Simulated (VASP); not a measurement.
# HfB (Fm-3m) in VASP: notebook

HfB is run at these levels: PBEsol; tasks: single point, relaxation of cell and atoms.

Everything below comes from runs of VASP 6.6.1. Logs are shortened: lines on timing, memory, paths and dates and some standing lists are left out, and cuts for length are marked.

**1. The cell of the first run**

The structure is cubic, space group Fm-3m (No. 225). Conventional cell: a = 4.787 Å, b = 4.787 Å, c = 4.787 Å, α = 90.00°, β = 90.00°, γ = 90.00°. Hf (site symmetry m-3m) has 6 B at 2.39 Å within 3.2 Å. B (site symmetry m-3m) has 6 Hf at 2.39 Å within 3.2 Å.

**2. Single point, PBEsol**

File INCAR:

```
ALGO = Normal ; EDIFF = 1E-7
ENCUT = 520 ; GGA = PS
ISIF = 2 ; ISMEAR = -1
LASPH = T ; LCHARG = F
LREAL = F ; LWAVE = F
NBANDS = 14 ; NELM = 100
PREC = Accurate ; SIGMA = 0.05
```

File KPOINTS:

```
k-points
0
Gamma
  10 10 10
```

File POSCAR:

```
HfB
1.0
    0.0000000000      2.3936503219      2.3936503219
    2.3936503219      0.0000000000      2.3936503219
    2.3936503219      2.3936503219      0.0000000000
Hf B
1 1
Direct
    0.5000000000      0.5000000000      0.5000000000
    0.0000000000      0.0000000000      0.0000000000
```

Potentials or basis: VASP PAW PBE potentials, release 64 (Hf_pv, B).

Started as:

```console
$ cat potpaw_PBE.64/Hf_pv/POTCAR potpaw_PBE.64/B/POTCAR > POTCAR
$ mpirun -np 1 vasp_std > vasp.out
```

OUTCAR:

```text
EDIFF = 1E-7
   ENCUT = 520
   GGA = PS
   ISIF = 2
   ISMEAR = -1
   LASPH = T
   LREAL = F
   NELM = 100
   PREC = Accurate

 ion  position               nearest neighbor table
   1  0.500  0.500  0.500-   2 2.39   2 2.39   2 2.39   2 2.39   2 2.39   2 2.39
   2  0.000  0.000  0.000-   1 2.39   1 2.39   1 2.39   1 2.39   1 2.39   1 2.39

  LATTYP: Found a face centered cubic cell.
 ALAT       =     4.7873006438

  Lattice vectors:

 A1 = (   0.0000000000,   2.3936503219,   2.3936503219)
 A2 = (   2.3936503219,   0.0000000000,   2.3936503219)
 A3 = (   2.3936503219,   2.3936503219,   0.0000000000)

Analysis of symmetry for initial positions (statically):
=====================================================================
 Subroutine PRICEL returns:
 Original cell was already a primitive cell.

 Routine SETGRP: Setting up the symmetry group for a
 face centered cubic supercell.

 Subroutine GETGRP returns: Found 48 space group operations
 (whereof 48 operations were pure point group operations)
 out of a pool of 48 trial point group operations.

The static configuration has the point symmetry O_h .

Analysis of symmetry for dynamics (positions and initial velocities):
=====================================================================
 Subroutine PRICEL returns:
 Original cell was already a primitive cell.

 Routine SETGRP: Setting up the symmetry group for a
 face centered cubic supercell.

 Subroutine GETGRP returns: Found 48 space group operations
 (whereof 48 operations were pure point group operations)
 out of a pool of 48 trial point group operations.

The dynamic configuration has the point symmetry O_h .

 Subroutine INISYM returns: Found 48 space group operations
 (whereof 48 operations are pure point group operations),
 and found     1 'primitive' translations

----------------------------------------------------------------------------------------

                                     Primitive cell

  volume of cell :      27.4291

  direct lattice vectors                    reciprocal lattice vectors
     0.000000000  2.393650322  2.393650322    -0.208885983  0.208885983  0.208885983
     2.393650322  0.000000000  2.393650322     0.208885983 -0.208885983  0.208885983
     2.393650322  2.393650322  0.000000000     0.208885983  0.208885983 -0.208885983

  length of vectors
     3.385132749  3.385132749  3.385132749     0.361801135  0.361801135  0.361801135

  position of ions in fractional coordinates (direct lattice)
     0.500000000  0.500000000  0.500000000
     0.000000000  0.000000000  0.000000000

  ion indices of the primitive-cell ions
   primitive index   ion index
                 1           1
                 2           2

----------------------------------------------------------------------------------------

 KPOINTS: k-points

Automatic generation of k-mesh.
 Grid dimensions read from file:
 generate k-points for:   10   10   10

 Generating k-lattice:

  Cartesian coordinates                     Fractional coordinates (reciprocal lattice)
    -0.020888598  0.020888598  0.020888598     0.100000000  0.000000000  0.000000000
     0.020888598 -0.020888598  0.020888598     0.000000000  0.100000000  0.000000000
     0.020888598  0.020888598 -0.020888598     0.000000000  0.000000000  0.100000000

  Length of vectors
     0.036180114  0.036180114  0.036180114

  Shift w.r.t. Gamma in fractional coordinates (k-lattice)
     0.000000000  0.000000000  0.000000000

 Subroutine IBZKPT returns following result:
 ===========================================

 Found     47 irreducible k-points:

 Following reciprocal coordinates:
            Coordinates               Weight
  0.000000  0.000000  0.000000      1.000000
  0.100000  0.000000  0.000000      8.000000
  0.200000  0.000000  0.000000      8.000000
  0.300000  0.000000  0.000000      8.000000
  0.400000  0.000000  0.000000      8.000000
  0.500000  0.000000  0.000000      4.000000
[... 16 lines left out ...]
  0.300000  0.300000  0.000000      6.000000
  0.400000  0.300000  0.000000     24.000000
 [... further k-points ...]
   k-points           NKPTS =     47   k-points in BZ     NKDIM =     47   number of bands    NBANDS=     14
   number of dos      NEDOS =    301   number of ions     NIONS =      2
   total plane-waves  NPLWV =  21952
   dimension x,y,z NGX =    28 NGY =   28 NGZ =   28
   dimension x,y,z NGXF=    56 NGYF=   56 NGZF=   56
   ions per type =               1   1
   NGX,Y,Z   is equivalent  to a cutoff of  13.75, 13.75, 13.75 a.u.
   NGXF,Y,Z  is equivalent  to a cutoff of  27.50, 27.50, 27.50 a.u.
 SYSTEM =  unknown system
   PREC   = accura    normal or accurate (medium, high low for compatibility)
   ISTART =      0    job   : 0-new  1-cont  2-samecut
   ICHARG =      2    charge: 1-file 2-atom 10-const
   ISPIN  =      1    spin polarized calculation?
   LNONCOLLINEAR =      F non collinear calculations
   LSORBIT =      F    spin-orbit coupling
   LASPH  =      T    aspherical Exc in radial PAW
   ENCUT  =  520.0 eV  38.22 Ry    6.18 a.u.   6.29  6.29  6.29*2*pi/ulx,y,z
   NELM   =    100;   NELMIN=  2; NELMDL= -5     # of ELM steps
   EDIFF  = 0.1E-06   stopping-criterion for ELM
   LREAL  =      F    real-space projection
   EDIFFG = 0.1E-05   stopping-criterion for IOM
   NSW    =      0    number of steps for IOM
   IBRION =     -1    ionic relax: 0-MD 1-quasi-New 2-CG
   NFREE  =      0    steps in history (QN), initial steepest desc. (CG)
   ISIF   =      2    stress and relaxation
   ISYM   =      2    0-nonsym 1-usesym 2-fastsym
   POTIM  = 0.5000    time-step for ionic-motion
   TEBEG  =    0.0;   TEEND  =   0.0 temperature during run
   PSTRESS=    0.0 pullay stress
   NELECT =      13.0000    total number of electrons
   NUPDOWN=      -1.0000    fix difference up-down
   EMIN   =  10.00;   EMAX   =-10.00  energy-range for DOS
   EFERMI =   0.00;   METHOD = LEGACY
   ISMEAR =    -1;   SIGMA  =   0.05  broadening in eV -4-tet -1-fermi 0-gaus
   EFERMI_NEDOS =   21; number of points for ismear=-14 and -15
   IALGO  =     38    algorithm
   IMIX   =      4    mixing-type and parameters
     AMIX     =   0.40;   BMIX     =  1.00
     AMIX_MAG =   1.60;   BMIX_MAG =  1.00
  volume/ion in A,a.u.               =      13.71        92.55
  Fermi-wavevector in a.u.,A,eV,Ry     =   1.276395  2.412038 22.166412  1.629185
  Thomas-Fermi vector in A             =   2.409054
   LORBIT       =      0    0 simple, 1 ext, 2 COOP (PROOUT), +10 PAW based schemes
   GGA     = PS    functional components
   LHFCALC =     F    Hartree Fock is set to
   AEXX    =    0.0000 exact exchange contribution
   IVDW    =     0    specifies the selected vdW correction
   LEPSILON=     F    determine dielectric tensor
   LRPA    =     F    only Hartree local field effects (RPA)
 non-spin polarized calculation
  energy-cutoff  :      520.00
  volume of cell :       27.43
 maximum number of plane-waves:       754
 NGX is ok and might be reduce to    28
   NGX = 13   NGY = 13   NGZ = 13

 number of electron      12.9999999 magnetization

 Free energy of the ion-electron system (eV)
  ---------------------------------------------------
  ext. energy  EPLUGINS =         0.00000000
  ---------------------------------------------------
  free energy    TOTEN  =       -18.40405550 eV

  energy without entropy =      -18.38941109  energy(sigma->0) =      -18.39673330

 E-fermi :   4.3093     XC(G=0): -11.9037

 val. band max:        4.3054923323   @ k =   0.3000   0.2000   0.1000
 cond. band min:       4.3177688760   @ k =  -0.2000   0.1000   0.0000
 fundamental gap:      0.0122765437
 Fermi energy:         4.3093379046

 k-point     1 :       0.0000    0.0000    0.0000
  band No.  band energies     occupation
      1     -24.4752      2.00000
      2     -24.4752      2.00000
      3     -24.4752      2.00000
      4      -4.8774      2.00000
      5       6.3750      0.00000
      6       6.3750      0.00000
      7       6.3750      0.00000
      8       8.0264      0.00000
      9       8.0264      0.00000
     10       8.0264      0.00000
     11       8.1326      0.00000
     12       8.1326      0.00000
     13      15.5746      0.00000
     14      15.7837      0.00000

 k-point     2 :       0.1000    0.0000    0.0000
  band No.  band energies     occupation
      1     -24.5248      2.00000
      2     -24.4805      2.00000
      3     -24.4805      2.00000
      4      -4.6243      2.00000
      5       5.5404      0.00000
      6       6.0402      0.00000
      7       6.0402      0.00000
      8       7.0289      0.00000
      9       7.0289      0.00000
     10       8.4057      0.00000
     11       9.9777      0.00000
     12       9.9777      0.00000
     13      16.1245      0.00000
     14      16.2128      0.00000

 k-point     3 :       0.2000    0.0000    0.0000
  band No.  band energies     occupation
      1     -24.6524      2.00000
      2     -24.4944      2.00000
      3     -24.4944      2.00000
      4      -3.9064      2.00000
      5       4.0882      1.97628
      6       4.8732      0.00003
      7       4.8732      0.00003
      8       7.5362      0.00000
      9       7.5362      0.00000
     10       8.8193      0.00000
     11      12.1171      0.00000
     12      12.1171      0.00000
     13      16.6923      0.00000
     14      17.7420      0.00000

 k-point     4 :       0.3000    0.0000    0.0000
  band No.  band energies     occupation
      1     -24.8056      2.00000
      2     -24.5116      2.00000
      3     -24.5116      2.00000
      4      -2.8364      2.00000
      5       2.6057      2.00000
      6       3.9248      1.99909
      7       3.9248      1.99909
      8       8.5195      0.00000
      9       8.5195      0.00000
     10       9.2838      0.00000
     11      14.3063      0.00000
     12      14.3063      0.00000
     13      15.7966      0.00000
     14      18.8267      0.00000

 k-point     5 :       0.4000    0.0000    0.0000
  band No.  band energies     occupation
      1     -24.9260      2.00000
      2     -24.5254      2.00000
      3     -24.5254      2.00000
      4      -1.5649      2.00000
      5       1.1924      2.00000
      6       3.3406      2.00000
      7       3.3406      2.00000
      8       9.6003      0.00000
      9       9.6003      0.00000
     10      10.0901      0.00000
     11      13.6826      0.00000
[... 276 lines left out ...]
 k-point    22 :      -0.2000    0.2000    0.0000
  band No.  band energies     occupation
      1     -24.7784      2.00000
      2     -24.6109      2.00000
      3     -24.5067      2.00000
      4      -2.5147      2.00000
      5       2.4930      2.00000
      6       3.6358      2.00000
      7       3.7875      1.99994
      8       7.8296      0.00000
      9       9.9485      0.00000
     10      10.3303      0.00000
     11      11.6256      0.00000
     12      15.7519      0.00000
     13      16.1432      0.00000
     14      18.8783      0.00000

 k-point    23 :       0.3000    0.3000    0.0000
  band No.  band energies     occupation
      1     -24.7787      2.00000
      2     -24.5920      2.00000
      3     -24.5920      2.00000
      4      -2.6032      2.00000
      5       2.3109      2.00000
      6       4.2222      1.70191
      7       5.8262      0.00000
      8       5.8262      0.00000
      9       9.1976      0.00000
     10      11.3700      0.00000
     11      11.3700      0.00000
     12      14.4173      0.00000
     13      17.4290      0.00000
     14      18.9085      0.00000

 k-point    24 :       0.4000    0.3000    0.0000
  band No.  band energies     occupation
      1     -24.8438      2.00000
      2     -24.6262      2.00000
      3     -24.6110      2.00000
      4      -2.1174      2.00000
      5       2.2104      2.00000
      6       3.6805      1.99999
      7       5.5174      0.00000
      8       6.2613      0.00000
      9       9.9834      0.00000
     10      11.3977      0.00000
     11      11.6803      0.00000
     12      15.2178      0.00000
     13      15.7280      0.00000
     14      18.8966      0.00000

 [... further k-points ...]
[... 5 lines left out ...]
  --------------------------------------------------------------------------------------
  -------------------------------------------------------------------------------------
  Total        0.0702459      0.0702459      0.0702459     -0.0000000     -0.0000000      0.0000000
  in kB        4.1031693      4.1031693      4.1031693     -0.0000000     -0.0000000      0.0000000
  external PRESSURE =       4.1031693 kB  Pullay stress =       0.0000000 kB

 VOLUME and BASIS-vectors are now :
 -----------------------------------------------------------------------------
  energy-cutoff  :      520.00
  volume of cell :       27.43
      direct lattice vectors                 reciprocal lattice vectors
     0.000000000  2.393650322  2.393650322    -0.208885983  0.208885983  0.208885983
     2.393650322  0.000000000  2.393650322     0.208885983 -0.208885983  0.208885983
     2.393650322  2.393650322  0.000000000     0.208885983  0.208885983 -0.208885983

 POSITION                                       TOTAL-FORCE (eV/Angst)
 -----------------------------------------------------------------------------------
      2.39365      2.39365      2.39365        -0.000000      0.000000      0.000000
      0.00000      0.00000      0.00000         0.000000     -0.000000     -0.000000
 -----------------------------------------------------------------------------------
    total drift:                                0.000000      0.000000      0.000000

  FREE ENERGIE OF THE ION-ELECTRON SYSTEM (eV)
  ---------------------------------------------------
  free  energy   TOTEN  =       -18.4040555042 eV

  energy  without entropy=      -18.3894110883  energy(sigma->0) =      -18.39673330
```

Run time: 34 s. Hardware: 1 thread of Intel Xeon 8259CL, shared host; peak memory 0.17 GiB.

Results:

```yaml
Free_energy: -18.4041 eV
Pressure: 0.4 GPa
```

Caveat: the PAW data sets were made with another functional, which shifts forces and pressure a little; spin-orbit coupling is left out, which moves the levels of the heavy elements.

(Part 1 of 2 ends here.)
